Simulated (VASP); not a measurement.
# AlN (I-4m2) in VASP: further runs

The runs below take AlN through single point, with PBE.

Everything below comes from runs of VASP 6.6.1. Logs are shortened: lines on timing, memory, paths and dates and some standing lists are left out, and cuts for length are marked.

## Step 1: The cell of the first run

Symmetry: I-4m2, No. 119, tetragonal system. The conventional cell has a = 2.992 Å, b = 2.992 Å, c = 4.655 Å, α = 90.00°, β = 90.00°, γ = 90.00°. Within 2.5 Å of Al (site symmetry -4m2) lie 4 N at 1.90 Å. Within 2.5 Å of N (site symmetry -4m2) lie 4 Al at 1.90 Å.

## Step 2: Single point, PBE

Input file INCAR:

```
PREC = Accurate
ENCUT = 520
EDIFF = 1E-6
ISMEAR = 0
SIGMA = 0.05
LREAL = F
LASPH = T
NELM = 60
ALGO = Normal
ISIF = 2
LWAVE = F
LCHARG = T
GGA = PE
LELF = T
LVHAR = T
NBANDS = 11
```

Input file KPOINTS:

```
regular mesh
0
Gamma
  10 10 10
```

Input file POSCAR:

```
AlN
1.0
    0.0000000000      2.1156985656      2.3272684222
    2.1156985656      0.0000000000      2.3272684222
    2.1156985656      2.1156985656      0.0000000000
Al N
1 1
Direct
    0.0000000000      0.0000000000      0.0000000000
    0.7500000000      0.7500000000      0.7500000000
```

Potentials or basis: VASP PAW PBE potentials, release 64 (Al, N).

On the command line:

```bash
$ cat potpaw_PBE.64/Al/POTCAR potpaw_PBE.64/N/POTCAR > POTCAR
$ mpirun -np 1 vasp_std > vasp.out
```

OUTCAR:

```text
PREC = Accurate
   ENCUT = 520
   EDIFF = 1E-6
   ISMEAR = 0
   LREAL = F
   LASPH = T
   NELM = 60
   ISIF = 2
   GGA = PE

 ion  position               nearest neighbor table
   1  0.000  0.000  0.000-   2 1.90   2 1.90   2 1.90   2 1.90
   2  0.750  0.750  0.750-   1 1.90   1 1.90   1 1.90   1 1.90

  LATTYP: Found a body centered tetragonal cell.
 ALAT       =     2.9920496054
 C/A-ratio  =     1.5556349186

  Lattice vectors:

 A1 = (  -2.1156985656,   0.0000000000,   2.3272684222)
 A2 = (   2.1156985656,   0.0000000000,   2.3272684222)
 A3 = (   0.0000000000,   2.1156985656,  -2.3272684222)

Analysis of symmetry for initial positions (statically):
=====================================================================
 Subroutine PRICEL returns:
 Original cell was already a primitive cell.

 Routine SETGRP: Setting up the symmetry group for a
 body centered tetragonal supercell.

 Subroutine GETGRP returns: Found  8 space group operations
 (whereof  8 operations were pure point group operations)
 out of a pool of 16 trial point group operations.

The static configuration has the point symmetry D_2d.

Analysis of symmetry for dynamics (positions and initial velocities):
=====================================================================
 Subroutine PRICEL returns:
 Original cell was already a primitive cell.

 Routine SETGRP: Setting up the symmetry group for a
 body centered tetragonal supercell.

 Subroutine GETGRP returns: Found  8 space group operations
 (whereof  8 operations were pure point group operations)
 out of a pool of 16 trial point group operations.

The dynamic configuration has the point symmetry D_2d.

 Subroutine INISYM returns: Found  8 space group operations
 (whereof  8 operations are pure point group operations),
 and found     1 'primitive' translations

----------------------------------------------------------------------------------------

                                     Primitive cell

  volume of cell :      20.8345

  direct lattice vectors                    reciprocal lattice vectors
     0.000000000  2.115698566  2.327268422    -0.236328562  0.236328562  0.214844147
     2.115698566  0.000000000  2.327268422     0.236328562 -0.236328562  0.214844147
     2.115698566  2.115698566  0.000000000     0.236328562  0.236328562 -0.214844147

  length of vectors
     3.145212033  3.145212033  2.992049605     0.397316481  0.397316481  0.397316481

  position of ions in fractional coordinates (direct lattice)
     0.000000000  0.000000000  0.000000000
     0.750000000  0.750000000  0.750000000

  ion indices of the primitive-cell ions
   primitive index   ion index
                 1           1
                 2           2

----------------------------------------------------------------------------------------

 KPOINTS: regular mesh

Automatic generation of k-mesh.
 Grid dimensions read from file:
 generate k-points for:   10   10   10

 Generating k-lattice:

  Cartesian coordinates                     Fractional coordinates (reciprocal lattice)
    -0.023632856  0.023632856  0.021484415     0.100000000 -0.000000000  0.000000000
     0.023632856 -0.023632856  0.021484415    -0.000000000  0.100000000  0.000000000
     0.023632856  0.023632856 -0.021484415     0.000000000  0.000000000  0.100000000

  Length of vectors
     0.039731648  0.039731648  0.039731648

  Shift w.r.t. Gamma in fractional coordinates (k-lattice)
     0.000000000  0.000000000  0.000000000

 Subroutine IBZKPT returns following result:
 ===========================================

 Found    102 irreducible k-points:

 Following reciprocal coordinates:
            Coordinates               Weight
  0.000000  0.000000  0.000000      1.000000
  0.100000  0.000000  0.000000      8.000000
  0.200000  0.000000  0.000000      8.000000
  0.300000  0.000000  0.000000      8.000000
  0.400000  0.000000  0.000000      8.000000
  0.500000  0.000000  0.000000      4.000000
[... 16 lines left out ...]
  0.300000  0.300000  0.000000      2.000000
  0.400000  0.300000  0.000000      8.000000
 [... further k-points ...]
   k-points           NKPTS =    102   k-points in BZ     NKDIM =    102   number of bands    NBANDS=     11
   number of dos      NEDOS =    301   number of ions     NIONS =      2
   total plane-waves  NPLWV =  13824
   dimension x,y,z NGX =    24 NGY =   24 NGZ =   24
   dimension x,y,z NGXF=    48 NGYF=   48 NGZF=   48
   ions per type =               1   1
   NGX,Y,Z   is equivalent  to a cutoff of  12.69, 12.69, 13.34 a.u.
   NGXF,Y,Z  is equivalent  to a cutoff of  25.37, 25.37, 26.67 a.u.
 SYSTEM =  unknown system
   PREC   = accura    normal or accurate (medium, high low for compatibility)
   ISTART =      0    job   : 0-new  1-cont  2-samecut
   ICHARG =      2    charge: 1-file 2-atom 10-const
   ISPIN  =      1    spin polarized calculation?
   LNONCOLLINEAR =      F non collinear calculations
   LSORBIT =      F    spin-orbit coupling
[... 36 lines left out ...]
  energy-cutoff  :      520.00
  volume of cell :       20.83
 maximum number of plane-waves:       577
   NGX = 11   NGY = 11   NGZ = 11

 number of electron       8.0000000 magnetization

 Free energy of the ion-electron system (eV)
  ---------------------------------------------------
  ext. energy  EPLUGINS =         0.00000000
  ---------------------------------------------------
  free energy    TOTEN  =       -14.77709906 eV

  energy without entropy =      -14.77709906  energy(sigma->0) =      -14.77709906

 E-fermi :   6.4734     XC(G=0): -10.9421

 val. band max:        6.2135282289   @ k =  -0.1000   0.1000   0.0000
 cond. band min:       9.2087642733   @ k =   0.5000   0.0000   0.5000
 fundamental gap:      2.9952360444
 Fermi energy:         6.4734296989

 k-point     1 :       0.0000    0.0000    0.0000
  band No.  band energies     occupation
      1      -8.9910      2.00000
      2       5.6892      2.00000
      3       6.1716      2.00000
      4       6.1716      2.00000
      5      10.1369      0.00000
      6      18.5499      0.00000
      7      18.5499      0.00000
      8      18.5986      0.00000
      9      21.7646      0.00000
     10      22.9870      0.00000
     11      25.2621      0.00000

 k-point     2 :       0.1000    0.0000    0.0000
  band No.  band energies     occupation
      1      -8.8435      2.00000
      2       5.1421      2.00000
      3       5.8170      2.00000
      4       6.1463      2.00000
      5      10.8050      0.00000
      6      17.9063      0.00000
      7      18.7410      0.00000
      8      18.7794      0.00000
      9      20.9593      0.00000
     10      23.6599      0.00000
     11      24.3478      0.00000

 k-point     3 :       0.2000    0.0000    0.0000
  band No.  band energies     occupation
      1      -8.4238      2.00000
      2       3.5819      2.00000
      3       5.5629      2.00000
      4       6.0841      2.00000
      5      11.9235      0.00000
      6      16.8180      0.00000
      7      18.5050      0.00000
      8      19.0334      0.00000
      9      21.2635      0.00000
     10      22.5238      0.00000
     11      23.9883      0.00000

 k-point     4 :       0.3000    0.0000    0.0000
  band No.  band energies     occupation
      1      -7.8138      2.00000
      2       1.9399      2.00000
      3       5.3222      2.00000
      4       6.0145      2.00000
      5      12.6918      0.00000
      6      16.0158      0.00000
      7      17.8587      0.00000
      8      18.7644      0.00000
      9      22.3871      0.00000
     10      22.9538      0.00000
     11      24.0898      0.00000
[... 239 lines left out ...]
 k-point    22 :      -0.2000    0.2000    0.0000
  band No.  band energies     occupation
      1      -7.5542      2.00000
      2       2.0581      2.00000
      3       3.9782      2.00000
      4       6.1231      2.00000
      5      13.5278      0.00000
      6      16.3411      0.00000
      7      16.8045      0.00000
      8      19.2902      0.00000
      9      21.0469      0.00000
     10      24.8271      0.00000
     11      25.2140      0.00000

 k-point    23 :       0.3000    0.3000    0.0000
  band No.  band energies     occupation
      1      -7.6172      2.00000
      2       2.0888      2.00000
      3       5.1925      2.00000
      4       5.1925      2.00000
      5      11.2552      0.00000
      6      16.4566      0.00000
      7      16.6979      0.00000
      8      20.8753      0.00000
      9      20.8753      0.00000
     10      27.5918      0.00000
     11      29.7345      0.00000

 k-point    24 :       0.4000    0.3000    0.0000
  band No.  band energies     occupation
      1      -7.1805      2.00000
      2       1.4615      2.00000
      3       4.5932      2.00000
      4       5.0742      2.00000
      5      11.0642      0.00000
      6      16.3561      0.00000
      7      17.2013      0.00000
      8      21.1025      0.00000
      9      21.4491      0.00000
     10      28.0369      0.00000
     11      29.3481      0.00000

 [... further k-points ...]

------------------------ aborting loop because EDIFF is reached ----------------------------------------

  FORCE on cell =-STRESS in cart. coord.  units (eV):
  Direction    XX          YY          ZZ          XY          YZ          ZX
  --------------------------------------------------------------------------------------
  -------------------------------------------------------------------------------------
  Total        1.2401643      1.2401643     -0.9502459      0.0000000      0.0000000      0.0000000
  in kB       95.3686752     95.3686752    -73.0739400      0.0000000      0.0000000      0.0000000
  external PRESSURE =      39.2211368 kB  Pullay stress =       0.0000000 kB

 VOLUME and BASIS-vectors are now :
 -----------------------------------------------------------------------------
  energy-cutoff  :      520.00
  volume of cell :       20.83
      direct lattice vectors                 reciprocal lattice vectors
     0.000000000  2.115698566  2.327268422    -0.236328562  0.236328562  0.214844147
     2.115698566  0.000000000  2.327268422     0.236328562 -0.236328562  0.214844147
     2.115698566  2.115698566  0.000000000     0.236328562  0.236328562 -0.214844147

 POSITION                                       TOTAL-FORCE (eV/Angst)
 -----------------------------------------------------------------------------------
      0.00000      0.00000      0.00000         0.000000      0.000000     -0.000000
      3.17355      3.17355      3.49090        -0.000000     -0.000000      0.000000
 -----------------------------------------------------------------------------------
    total drift:                               -0.000000     -0.000000      0.000000

  FREE ENERGIE OF THE ION-ELECTRON SYSTEM (eV)
  ---------------------------------------------------
  free  energy   TOTEN  =       -14.7770990569 eV

  energy  without entropy=      -14.7770990569  energy(sigma->0) =      -14.77709906
```

Wall time 24 s (1 thread of AMD EPYC 7R43 (Zen 3), shared host); peak memory 0.11 GiB.

What came out:

```yaml
Free_energy: -14.7771 eV
Pressure: 3.9 GPa
Band_gap_on_the_k_mesh: 3.00 eV, indirect (least direct gap 3.97 eV)
```

Levels at points of the mesh, in eV from the valence-band top:
```tsv
k point	band 1	band 2	band 3	band 4	band 5	band 6	band 7	band 8	band 9
(0.00, 0.00, 0.00)	-15.20	-0.52	-0.04	-0.04	3.92	12.34	12.34	12.39	15.55
(0.50, 0.00, 0.00)	-13.14	-6.07	-1.13	-0.27	6.74	9.65	10.61	11.83	17.44
(0.50, 0.50, 0.00)	-12.79	-5.73	-1.45	-1.45	3.47	9.35	12.57	16.00	16.00
(0.50, 0.00, 0.50)	-12.36	-4.82	-2.25	-2.20	3.00	7.90	13.82	14.17	16.68
```

 A k mesh can miss the band edges.

## Step 3: Single point, PBE

This run uses another cell than the first one, of the same volume but with other edges.

Input file INCAR:

```
ALGO = Normal ; EDIFF = 1E-7
ENCUT = 520 ; GGA = PE
ISIF = 2 ; ISMEAR = 0
LASPH = True ; LCHARG = False
LREAL = False ; LWAVE = False
NBANDS = 11 ; NELM = 80
PREC = Accurate ; SIGMA = 0.05
```

Input file KPOINTS:

```
k-points
0
Gamma
  10 10 10
```

Input file POSCAR:

```
AlN
1.0
    0.0000000000      2.5212363955      1.6388036571
    2.5212363955      0.0000000000      1.6388036571
    2.5212363955      2.5212363955      0.0000000000
Al N
1 1
Direct
    0.0000000000      0.0000000000      0.0000000000
    0.7500000000      0.7500000000      0.7500000000
```

Potentials or basis: VASP PAW PBE potentials, release 64 (Al, N).

On the command line:

```bash
$ cat potpaw_PBE.64/Al/POTCAR potpaw_PBE.64/N/POTCAR > POTCAR
$ mpirun -np 1 vasp_std > vasp.out
```

Wall time 47 s (1 thread of AMD EPYC 7R43 (Zen 3), shared host); peak memory 0.12 GiB.

It converged, with:

| Property | Result |
| --- | --- |
| Free energy | -14.2580 eV |
| Pressure | -10.5 GPa |
| Band gap on the k mesh | 2.53 eV, direct |

Stress tensor (GPa, compression positive):
```
-21.54   0.00   0.00
  0.00 -21.54   0.00
  0.00   0.00  11.72
```

Levels at points of the mesh, in eV from the valence-band top:
| k point | band 2 | band 3 | band 4 | band 5 | band 6 | band 7 |
| --- | --- | --- | --- | --- | --- | --- |
| (0.00, 0.00, 0.00) | -1.20 | -1.20 | 0.00 | 2.53 | 10.44 | 12.32 |
| (0.50, 0.00, 0.00) | -6.77 | -2.71 | -1.04 | 3.66 | 6.86 | 9.86 |
| (0.50, 0.50, 0.00) | -4.86 | -4.86 | -2.88 | 2.57 | 3.38 | 12.58 |
| (0.50, 0.00, 0.50) | -7.41 | -1.36 | -1.14 | 4.10 | 8.76 | 10.85 |

## Step 4: Single point, PBE

This run uses another cell than the first one, of the same volume but with other edges.

Input file INCAR:

```
SYSTEM = AlN
ALGO     = Normal         ! electronic algorithm
EDIFF    = 1E-6           ! SCF threshold, eV
ENCUT    = 520            ! plane-wave cutoff, eV
GGA      = PE             ! functional
ISIF     = 2              ! what is computed and relaxed
ISMEAR   = 0              ! smearing method
LASPH    = .TRUE.         ! aspherical terms in the spheres
LCHARG   = .TRUE.         ! write CHGCAR
LELF     = .TRUE.         ! ELF
LREAL    = .FALSE.        ! projectors in reciprocal space
LVHAR    = .TRUE.       
LWAVE    = .FALSE.        ! write WAVECAR
NBANDS   = 11             ! bands
NELM     = 80             ! most SCF steps
PREC     = Accurate       ! precision mode
SIGMA    = 0.05           ! smearing width, eV
```

Input file KPOINTS:

```
k-points
0
G
  10 10 10
  0 0 0
```

Input file POSCAR:

```
AlN
1.0
    0.0000000000      1.9078941088      2.8618411632
    1.9078941088      0.0000000000      2.8618411632
    1.9078941088      1.9078941088      0.0000000000
Al N
1 1
Direct
    0.0000000000      0.0000000000      0.0000000000
    0.7500000000      0.7500000000      0.7500000000
```

On the command line:

```bash
$ cat potpaw_PBE.64/Al/POTCAR potpaw_PBE.64/N/POTCAR > POTCAR
$ mpirun -np 1 vasp_std > vasp.out
```

Wall time 31 s (1 thread of AMD EPYC 7R43 (Zen 3), shared host); peak memory 0.12 GiB.

The run converged. Its results:

| Property | Result |
| --- | --- |
| Free energy | -12.9396 eV |
| Pressure | 0.2 GPa |
| Band gap on the k mesh | zero (band 4 reaches 8.27 eV, above the bottom of band 5 at 8.14 eV) |

Stress tensor (GPa, compression positive):
```
 44.37   0.00   0.00
  0.00  44.37   0.00
  0.00   0.00 -88.22
```

Levels at points of the mesh, in eV from the Fermi level:
| k point | band 2 | band 3 | band 4 | band 5 | band 6 | band 7 |
| --- | --- | --- | --- | --- | --- | --- |
| (0.00, 0.00, 0.00) | -3.89 | -0.49 | -0.49 | -0.17 | 8.58 | 9.88 |
| (0.50, 0.00, 0.00) | -7.76 | -4.29 | -0.07 | 0.98 | 7.19 | 11.51 |
| (0.50, 0.50, 0.00) | -9.59 | -1.07 | -1.07 | 3.79 | 6.60 | 10.88 |
| (0.50, 0.00, 0.50) | -5.46 | -4.51 | -4.02 | 1.20 | 4.30 | 7.05 |

## Step 5: Single point, PBE

This run uses another cell than the first one, of the same volume but with other edges.

Input file INCAR:

```
PREC     = Accurate       # precision mode
ENCUT    = 520            # plane-wave cutoff, eV
EDIFF    = 1E-6           # SCF threshold, eV
ISMEAR   = 0              # smearing method
SIGMA    = 0.05           # smearing width, eV
LREAL    = False          # projectors in reciprocal space
LASPH    = True           # aspherical terms in the spheres
NELM     = 100            # most SCF steps
ALGO     = Normal         # electronic algorithm
ISIF     = 2              # what is computed and relaxed
LWAVE    = False          # write WAVECAR
LCHARG   = True           # write CHGCAR
GGA      = PE             # functional
LELF     = True           # ELF
LVHAR    = True         
NBANDS   = 11             # bands
```

Input file KPOINTS:

```
regular mesh
0
Gamma
  10 10 10
```

Input file POSCAR:

```
AlN
1.0
    0.0000000000      2.2139149978      2.1253583978
    2.2139149978      0.0000000000      2.1253583978
    2.2139149978      2.2139149978      0.0000000000
Al N
1 1
Direct
    0.0000000000      0.0000000000      0.0000000000
    0.7500000000      0.7500000000      0.7500000000
```

On the command line:

```bash
$ cat potpaw_PBE.64/Al/POTCAR potpaw_PBE.64/N/POTCAR > POTCAR
$ mpirun -np 1 vasp_std > vasp.out
```

It took 22 s on 1 thread of AMD EPYC 7R43 (Zen 3), shared host; peak memory 0.11 GiB.

It converged, with:

| Item | Value |
| --- | --- |
| Free energy | -14.8318 eV |
| Pressure | 4.4 GPa |
| Band gap on the k mesh | 3.10 eV, indirect (least direct gap 4.08 eV) |

Stress tensor (GPa, compression positive):
```
2.89 0.00 0.00
0.00 2.89 0.00
0.00 0.00 7.55
```

Levels at points of the mesh, in eV from the valence-band top:
| k point | band 1 | band 2 | band 3 | band 4 | band 5 | band 6 | band 7 | band 8 |
| --- | --- | --- | --- | --- | --- | --- | --- | --- |
| (0.00, 0.00, 0.00) | -15.09 | -0.16 | -0.16 | 0.00 | 4.08 | 12.43 | 12.47 | 12.47 |
| (0.50, 0.00, 0.00) | -13.04 | -5.96 | -0.75 | -0.43 | 7.21 | 9.77 | 10.67 | 11.50 |
| (0.50, 0.50, 0.00) | -12.29 | -4.75 | -2.10 | -2.10 | 3.10 | 8.08 | 14.32 | 15.40 |
| (0.50, 0.00, 0.50) | -12.46 | -5.14 | -1.77 | -1.76 | 3.28 | 8.72 | 13.59 | 15.14 |

## Step 6: Overview

```tsv
cell	gap on the mesh (eV)	pressure (GPa)
a = 3.145, b = 3.145, c = 2.992 Å, angles 61.6, 61.6, 56.8°, 2 atoms	3.00	3.9
a = 3.007, b = 3.007, c = 3.566 Å, angles 53.6, 53.6, 72.7°, 2 atoms	2.53	-10.5
a = 3.440, b = 3.440, c = 2.698 Å, angles 66.9, 66.9, 46.2°, 2 atoms	none	0.2
a = 3.069, b = 3.069, c = 3.131 Å, angles 59.3, 59.3, 61.3°, 2 atoms	3.10	4.4
```

Alike in all rows: task single point; level PBE; potentials or basis VASP PAW PBE potentials, release 64 (Al, N); no spin polarisation; k mesh 10 × 10 × 10; cutoff (eV) 520; smearing gaussian 0.05 eV.

Total energies depend on the potentials used, so only differences within one code and one set of settings carry meaning.
